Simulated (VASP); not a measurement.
# HfN (CsCl type) (Pm-3m) in VASP: a series of runs

The runs below take HfN (CsCl type) through single point, with PBE.

All numbers are computed with VASP 6.6.1; they aren't measurements. Logs are shortened: lines on timing, memory, paths and dates and some standing lists are left out, and cuts for length are marked.

### Step 1. The cell of the first run

Symmetry: Pm-3m, No. 221, cubic system. The conventional cell has a = 2.752 Å, b = 2.752 Å, c = 2.752 Å, α = 90.00°, β = 90.00°, γ = 90.00°. Hf (site symmetry m-3m) has 8 N at 2.38 Å and 6 Hf at 2.75 Å within 3.1 Å. Within 3.1 Å of N (site symmetry m-3m) lie 8 Hf at 2.38 Å and 6 N at 2.75 Å.

### Step 2. Single point, PBE

Contents of INCAR:

```
PREC = Accurate
ENCUT = 520
EDIFF = 1E-6
ISMEAR = -1
SIGMA = 0.08
LREAL = F
LASPH = T
NELM = 60
ALGO = Normal
ISIF = 2
LWAVE = F
LCHARG = F
GGA = PE
NBANDS = 14
```

Contents of KPOINTS:

```
regular mesh
0
Gamma
  13 13 13
```

Contents of POSCAR:

```
HfN
1.0
    2.7516187421      0.0000000000      0.0000000000
    0.0000000000      2.7516187421      0.0000000000
    0.0000000000      0.0000000000      2.7516187421
Hf N
1 1
Direct
    0.0000000000      0.0000000000      0.0000000000
    0.5000000000      0.5000000000      0.5000000000
```

Potentials or basis: VASP PAW PBE potentials, release 64 (Hf_pv, N).

Run with:

```console
$ cat potpaw_PBE.64/Hf_pv/POTCAR potpaw_PBE.64/N/POTCAR > POTCAR
$ mpirun -np 1 vasp_std > vasp.out
```

OUTCAR:

```text
PREC = Accurate
   ENCUT = 520
   EDIFF = 1E-6
   ISMEAR = -1
   LREAL = F
   LASPH = T
   NELM = 60
   ISIF = 2
   GGA = PE

 ion  position               nearest neighbor table
   1  0.000  0.000  0.000-   2 2.38   2 2.38   2 2.38   2 2.38   2 2.38   2 2.38   2 2.38   2 2.38

   2  0.500  0.500  0.500-   1 2.38   1 2.38   1 2.38   1 2.38   1 2.38   1 2.38   1 2.38   1 2.38

  LATTYP: Found a simple cubic cell.
 ALAT       =     2.7516187421

  Lattice vectors:

 A1 = (   2.7516187421,   0.0000000000,   0.0000000000)
 A2 = (   0.0000000000,   2.7516187421,   0.0000000000)
 A3 = (   0.0000000000,   0.0000000000,   2.7516187421)

Analysis of symmetry for initial positions (statically):
=====================================================================
 Subroutine PRICEL returns:
 Original cell was already a primitive cell.

 Routine SETGRP: Setting up the symmetry group for a
 simple cubic supercell.

 Subroutine GETGRP returns: Found 48 space group operations
 (whereof 48 operations were pure point group operations)
 out of a pool of 48 trial point group operations.

The static configuration has the point symmetry O_h .

Analysis of symmetry for dynamics (positions and initial velocities):
=====================================================================
 Subroutine PRICEL returns:
 Original cell was already a primitive cell.

 Routine SETGRP: Setting up the symmetry group for a
 simple cubic supercell.

 Subroutine GETGRP returns: Found 48 space group operations
 (whereof 48 operations were pure point group operations)
 out of a pool of 48 trial point group operations.

The dynamic configuration has the point symmetry O_h .

 Subroutine INISYM returns: Found 48 space group operations
 (whereof 48 operations are pure point group operations),
 and found     1 'primitive' translations

----------------------------------------------------------------------------------------

                                     Primitive cell

  volume of cell :      20.8336

  direct lattice vectors                    reciprocal lattice vectors
     2.751618742  0.000000000  0.000000000     0.363422441  0.000000000  0.000000000
     0.000000000  2.751618742  0.000000000     0.000000000  0.363422441  0.000000000
     0.000000000  0.000000000  2.751618742     0.000000000  0.000000000  0.363422441

  length of vectors
     2.751618742  2.751618742  2.751618742     0.363422441  0.363422441  0.363422441

  position of ions in fractional coordinates (direct lattice)
     0.000000000  0.000000000  0.000000000
     0.500000000  0.500000000  0.500000000

  ion indices of the primitive-cell ions
   primitive index   ion index
                 1           1
                 2           2

----------------------------------------------------------------------------------------

 KPOINTS: regular mesh

Automatic generation of k-mesh.
 Grid dimensions read from file:
 generate k-points for:   13   13   13

 Generating k-lattice:

  Cartesian coordinates                     Fractional coordinates (reciprocal lattice)
     0.027955572  0.000000000  0.000000000     0.076923077  0.000000000  0.000000000
     0.000000000  0.027955572  0.000000000     0.000000000  0.076923077  0.000000000
     0.000000000  0.000000000  0.027955572     0.000000000  0.000000000  0.076923077

  Length of vectors
     0.027955572  0.027955572  0.027955572

  Shift w.r.t. Gamma in fractional coordinates (k-lattice)
     0.000000000  0.000000000  0.000000000

 Subroutine IBZKPT returns following result:
 ===========================================

 Found     84 irreducible k-points:

 Following reciprocal coordinates:
            Coordinates               Weight
  0.000000  0.000000  0.000000      1.000000
  0.076923  0.000000  0.000000      6.000000
  0.153846  0.000000  0.000000      6.000000
  0.230769  0.000000  0.000000      6.000000
  0.307692  0.000000  0.000000      6.000000
  0.384615  0.000000  0.000000      6.000000
[... 16 lines left out ...]
  0.307692  0.307692  0.000000     12.000000
  0.384615  0.307692  0.000000     24.000000
 [... further k-points ...]
   k-points           NKPTS =     84   k-points in BZ     NKDIM =     84   number of bands    NBANDS=     14
   number of dos      NEDOS =    301   number of ions     NIONS =      2
   total plane-waves  NPLWV =   8000
   dimension x,y,z NGX =    20 NGY =   20 NGZ =   20
   dimension x,y,z NGXF=    40 NGYF=   40 NGZF=   40
   ions per type =               1   1
   NGX,Y,Z   is equivalent  to a cutoff of  12.08, 12.08, 12.08 a.u.
   NGXF,Y,Z  is equivalent  to a cutoff of  24.17, 24.17, 24.17 a.u.
 SYSTEM =  unknown system
   PREC   = accura    normal or accurate (medium, high low for compatibility)
   ISTART =      0    job   : 0-new  1-cont  2-samecut
   ICHARG =      2    charge: 1-file 2-atom 10-const
   ISPIN  =      1    spin polarized calculation?
   LNONCOLLINEAR =      F non collinear calculations
   LSORBIT =      F    spin-orbit coupling
   LASPH  =      T    aspherical Exc in radial PAW
   ENCUT  =  520.0 eV  38.22 Ry    6.18 a.u.   5.12  5.12  5.12*2*pi/ulx,y,z
   NELM   =     60;   NELMIN=  2; NELMDL= -5     # of ELM steps
   EDIFF  = 0.1E-05   stopping-criterion for ELM
   LREAL  =      F    real-space projection
   EDIFFG = 0.1E-04   stopping-criterion for IOM
   NSW    =      0    number of steps for IOM
   IBRION =     -1    ionic relax: 0-MD 1-quasi-New 2-CG
   NFREE  =      0    steps in history (QN), initial steepest desc. (CG)
   ISIF   =      2    stress and relaxation
   ISYM   =      2    0-nonsym 1-usesym 2-fastsym
   POTIM  = 0.5000    time-step for ionic-motion
   TEBEG  =    0.0;   TEEND  =   0.0 temperature during run
   PSTRESS=    0.0 pullay stress
   NELECT =      15.0000    total number of electrons
   NUPDOWN=      -1.0000    fix difference up-down
   EMIN   =  10.00;   EMAX   =-10.00  energy-range for DOS
   EFERMI =   0.00;   METHOD = LEGACY
   ISMEAR =    -1;   SIGMA  =   0.08  broadening in eV -4-tet -1-fermi 0-gaus
   EFERMI_NEDOS =   21; number of points for ismear=-14 and -15
   IALGO  =     38    algorithm
   IMIX   =      4    mixing-type and parameters
     AMIX     =   0.40;   BMIX     =  1.00
     AMIX_MAG =   1.60;   BMIX_MAG =  1.00
  volume/ion in A,a.u.               =      10.42        70.30
  Fermi-wavevector in a.u.,A,eV,Ry     =   1.467293  2.772783 29.292666  2.152950
  Thomas-Fermi vector in A             =   2.582929
   LORBIT       =      0    0 simple, 1 ext, 2 COOP (PROOUT), +10 PAW based schemes
   GGA     = PE    functional components
[... 5 lines left out ...]
 non-spin polarized calculation
  energy-cutoff  :      520.00
  volume of cell :       20.83
 maximum number of plane-waves:       587
   NGX = 11   NGY = 11   NGZ = 11

 number of electron      15.0000005 magnetization

 Free energy of the ion-electron system (eV)
  ---------------------------------------------------
  ext. energy  EPLUGINS =         0.00000000
  ---------------------------------------------------
  free energy    TOTEN  =       -19.69644384 eV

  energy without entropy =      -19.67418303  energy(sigma->0) =      -19.68531344

 E-fermi :   8.1518     XC(G=0): -13.3572

 val. band max:        8.1466727841   @ k =   0.3077   0.3077   0.0000
 cond. band min:       8.1636693776   @ k =   0.3846   0.1538   0.1538
 fundamental gap:      0.0169965935
 Fermi energy:         8.1518285485

 k-point     1 :       0.0000    0.0000    0.0000
  band No.  band energies     occupation
      1     -21.7409      2.00000
      2     -21.7409      2.00000
      3     -21.7409      2.00000
      4      -8.4857      2.00000
      5       5.4667      2.00000
      6       5.4667      2.00000
      7       7.0611      2.00000
      8       7.0611      2.00000
      9       7.0611      2.00000
     10      12.5844      0.00000
     11      15.0788      0.00000
     12      15.0788      0.00000
     13      15.0789      0.00000
     14      21.4938      0.00000

 k-point     2 :       0.0769    0.0000    0.0000
  band No.  band energies     occupation
      1     -21.8518      2.00000
      2     -21.7313      2.00000
      3     -21.7313      2.00000
      4      -8.3505      2.00000
      5       5.1904      2.00000
      6       5.5311      2.00000
      7       6.9519      2.00000
      8       6.9519      2.00000
      9       7.2183      1.99998
     10      12.9778      0.00000
     11      15.1029      0.00000
     12      15.1029      0.00000
     13      15.1159      0.00000
     14      21.4937      0.00000

 k-point     3 :       0.1538    0.0000    0.0000
  band No.  band energies     occupation
      1     -22.1487      2.00000
      2     -21.7046      2.00000
      3     -21.7046      2.00000
      4      -7.9720      2.00000
      5       4.2809      2.00000
      6       5.7160      2.00000
      7       6.6545      2.00000
      8       6.6545      2.00000
      9       8.0143      1.69594
     10      13.8921      0.00000
     11      15.1866      0.00000
     12      15.1866      0.00000
     13      15.2203      0.00000
     14      21.4937      0.00000
[... 324 lines left out ...]
 k-point    23 :       0.3077    0.3077    0.0000
  band No.  band energies     occupation
      1     -22.7875      2.00000
      2     -22.6877      2.00000
      3     -21.5225      2.00000
      4      -6.3492      2.00000
      5       2.3422      2.00000
      6       4.3315      2.00000
      7       6.3587      2.00000
      8       8.1467      1.03221
      9      12.3924      0.00000
     10      12.5436      0.00000
     11      13.1514      0.00000
     12      14.7717      0.00000
     13      18.0220      0.00000
     14      21.4989      0.00000

 k-point    24 :       0.3846    0.3077    0.0000
  band No.  band energies     occupation
      1     -23.0335      2.00000
      2     -22.6741      2.00000
      3     -21.4920      2.00000
      4      -6.2744      2.00000
      5       2.3509      2.00000
      6       4.2770      2.00000
      7       6.4839      2.00000
      8       8.0233      1.66594
      9      12.2280      0.00000
     10      12.3874      0.00000
     11      13.9454      0.00000
     12      14.3407      0.00000
     13      18.6786      0.00000
     14      21.5006      0.00000

 [... further k-points ...]
[... 5 lines left out ...]
  --------------------------------------------------------------------------------------
  -------------------------------------------------------------------------------------
  Total        2.4411202      2.4411202      2.4411202      0.0000000     -0.0000000     -0.0000000
  in kB      187.7305540    187.7305540    187.7305540      0.0000000     -0.0000000     -0.0000000
  external PRESSURE =     187.7305540 kB  Pullay stress =       0.0000000 kB

 VOLUME and BASIS-vectors are now :
 -----------------------------------------------------------------------------
  energy-cutoff  :      520.00
  volume of cell :       20.83
      direct lattice vectors                 reciprocal lattice vectors
     2.751618742  0.000000000  0.000000000     0.363422441  0.000000000  0.000000000
     0.000000000  2.751618742  0.000000000     0.000000000  0.363422441  0.000000000
     0.000000000  0.000000000  2.751618742     0.000000000  0.000000000  0.363422441

 POSITION                                       TOTAL-FORCE (eV/Angst)
 -----------------------------------------------------------------------------------
      0.00000      0.00000      0.00000         0.000000      0.000000      0.000000
      1.37581      1.37581      1.37581         0.000000      0.000000      0.000000
 -----------------------------------------------------------------------------------
    total drift:                                0.000000      0.000000      0.000000

  FREE ENERGIE OF THE ION-ELECTRON SYSTEM (eV)
  ---------------------------------------------------
  free  energy   TOTEN  =       -19.6964438400 eV

  energy  without entropy=      -19.6741830302  energy(sigma->0) =      -19.68531344
```

Run time: 41 s. Hardware: 1 thread of AMD EPYC 7R13, shared host; peak memory 0.11 GiB.

Results:

| Property | Result |
| --- | --- |
| Free energy | -19.6964 eV |
| Pressure | 18.8 GPa |

Caveat: spin-orbit coupling is left out, which moves the levels of the heavy elements.

### Step 3. Single point, PBE

Contents of INCAR:

```
SYSTEM = HfN
PREC = Accurate
ENCUT = 520
EDIFF = 1E-7
ISMEAR = -1
SIGMA = 0.08
LREAL = .False.
LASPH = .True.
NELM = 80
ALGO = Normal
ISIF = 2
LWAVE = .False.
LCHARG = .False.
GGA = PE
NBANDS = 14
```

Contents of KPOINTS:

```
regular mesh
0
Gamma
  13 13 13
  0 0 0
```

Contents of POSCAR:

```
HfN
1.0
    2.7520378706      0.0000000000      0.0000000000
    0.0000000000      2.7520378706      0.0000000000
    0.0000000000      0.0000000000      2.7520378706
Hf N
1 1
Direct
    0.0000000000      0.0000000000      0.0000000000
    0.5000000000      0.5000000000      0.5000000000
```

Potentials or basis: VASP PAW PBE potentials, release 64 (Hf_pv, N).

Run with:

```console
$ cat potpaw_PBE.64/Hf_pv/POTCAR potpaw_PBE.64/N/POTCAR > POTCAR
$ mpirun -np 1 vasp_std > vasp.out
```

Wall time 44 s (1 thread of AMD EPYC 7R13, shared host); peak memory 0.11 GiB.

It converged, with:

```yaml
Free_energy: -19.6976 eV
Pressure: 18.6 GPa
```

Levels at points of the mesh, in eV from the Fermi level:
```csv
k point,band 4,band 5,band 6,band 7,band 8,band 9,band 10,band 11,band 12,band 13
"(0.00, 0.00, 0.00)",-16.63,-2.68,-2.68,-1.09,-1.09,-1.09,4.43,6.92,6.92,6.92
```

Caveat: spin-orbit coupling is left out, which moves the levels of the heavy elements.
